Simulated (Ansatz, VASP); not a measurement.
# TaN in VASP and in Ansatz

```
CELL_PARAMETERS angstrom
2.92404 0.00000 0.00000
-1.46202 2.53229 0.00000
0.00000 0.00000 2.87074
ATOMIC_POSITIONS crystal
Ta 0.33333 0.66667 0.50000
N 0.00000 0.00000 0.00000
```

Alike in both runs: functional PBEsol; k mesh 18 × 18 × 14; occupations gaussian, width 0.1 eV; no spin polarisation.

Ansatz relaxed the structure, and its values are those at the end. VASP's run is a single point on that final structure, the one shown.

```csv
,VASP,Ansatz
version,VASP 6.6.1,Ansatz 0.2.0
potentials or method,"VASP PAW PBE potentials, release 64 (Ta_pv, N), cutoff 520 eV","scalar-relativistic, plane waves, PAW"
valence electrons in the cell,16,18
```

Ansatz gave:

| Quantity | Value |
| --- | --- |
| gap on the k mesh at the Fermi level (eV) | none |
| pressure (GPa) | 0.0 |

Task: Which values does VASP return?

Result: gap on the k mesh at the Fermi level (eV): none; pressure (GPa): 0.8.

VASP's potentials were made for PBE, not for PBEsol. A gap of «none» marks a metal or a gap that the smearing closes. VASP's potentials hold 16 valence electrons a cell and Ansatz's 18, so a difference there can come from the potentials and not from the codes.

Spin-orbit coupling is off throughout.
